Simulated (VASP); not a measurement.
## WC: relaxation of cell and atoms with PBEsol

The system is WC.

```
W C
1.0
     2.89881    0.00000    0.00000
    -1.44941    2.51045    0.00000
     0.00000    0.00000    2.82730
W C
1 1
Direct
  0.00000 0.00000 0.00000
  0.66667 0.33333 0.50000
```

```
Program                : VASP 6.6.1
Task                   : relaxation of cell and atoms
Functional             : PBEsol
Potentials or basis    : VASP PAW PBE potentials, release 64 (W_sv, C)
Cutoff                 : 600 eV
k mesh                 : 18 × 18 × 16
Occupations            : fermi-dirac, width 0.08 eV
Spin                   : no spin polarisation
Target pressure        : 7 GPa
Dipole correction      : no
Further INCAR settings : ALGO = Normal; EDIFF = 1e-07; IBRION = 2; EDIFFG = -0.002; NSW = 100; ISIF = 3
```

The relaxed volume is 10.15 Å³/atom, the relaxed cell is a = 2.884 Å, b = 2.884 Å, c = 2.817 Å, α = 90.00°, β = 90.00°, γ = 120.00° and the space group after relaxing (to 0.1 Å) is P-6m2 (No. 187). The energy change on relaxing (the run minimises the enthalpy) is +3.6 meV/atom, the ionic steps are 6 and the pressure after relaxing is 7.0 GPa. The band gap on the k mesh is zero (bands 9 and 10 overlap by 1.26 eV).

Step by step:
| step | energy change (eV) | largest force (eV/Å) | pressure (GPa) | volume (Å³) |
| --- | --- | --- | --- | --- |
| 1 | 0.0000 | 0.0000 | 1.20 | 20.58 |
| 2 | 0.0900 | 0.0000 | 26.49 | 19.49 |
| 3 | 0.0069 | 0.0000 | 6.92 | 20.30 |
| 4 | 0.0071 | 0.0000 | 7.02 | 20.30 |
| 5 | 0.0073 | 0.0000 | 7.01 | 20.29 |
| 6 | 0.0071 | 0.0000 | 7.02 | 20.29 |

Final structure:
```
W C
1.0
     2.88392    0.00000    0.00000
    -1.44196    2.49755    0.00000
     0.00000    0.00000    2.81749
W C
1 1
Cartesian
  0.0000 0.0000 0.0000
  1.4420 0.8325 1.4087
```

Levels at points of the mesh, in eV from the Fermi level:
```tsv
k point	band 6	band 7	band 8	band 9	band 10	band 11	band 12	band 13
(0.00, 0.00, 0.00)	-4.47	-3.43	-3.43	0.10	3.32	3.32	5.77	5.77
(0.50, 0.00, 0.00)	-7.15	-3.73	-3.70	-0.45	2.39	4.67	5.06	6.99
(0.00, 0.00, 0.50)	-8.83	-2.06	-2.06	-0.63	-0.63	3.76	4.59	4.59
(0.50, 0.00, 0.50)	-6.62	-4.44	-4.24	0.33	4.59	5.48	6.86	9.45
```

Wall time 6.2 min on 1 thread of Intel Xeon 8259CL (shared host), peak memory 0.25 GiB.

Caveat: the cell is relaxed towards a set pressure, so the run minimises the enthalpy, not the energy; the PAW data sets were made with another functional, which shifts forces and pressure a little; spin-orbit coupling is left out, which moves the levels of the heavy elements.
